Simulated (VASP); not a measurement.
The system is GaN.

```
Ga N
1.0
     0.03720    2.10355    2.10355
     2.10355    0.03720    2.10355
     2.10355    2.10355    0.03720
Ga N
1 1
Direct
  0.00000 0.00000 0.00000
  0.50000 0.50000 0.50000
```

This cell differs from its parent crystal: epitaxial 111 strain -2.0%.

Base run:

```yaml
Program: VASP 6.6.1
Functional: r2SCAN
Potentials_or_basis: VASP PAW PBE potentials, release 64 (Ga_d, N)
Cutoff: 520 eV
k_mesh: 10 × 10 × 10
Occupations: gaussian, width 0.01 eV
Spin: no spin polarisation
```

Its results: band gap on the k mesh 1.32 eV (least direct gap 3.72 eV); pressure 10.4 GPa.

Task: The run is repeated on the same cell with these changes: functional from r2SCAN to PBE; occupations from gaussian, width 0.01 eV to fermi-dirac, width 0.02 eV. What comes out?

Result: Band gap on the k mesh 0.79 eV (least direct gap 3.13 eV); pressure 18.2 GPa.

Caveats: the cell stands under pressure; the PAW data sets were made with another functional, which shifts forces and pressure a little (at least some runs).

A k mesh can miss the band edges.
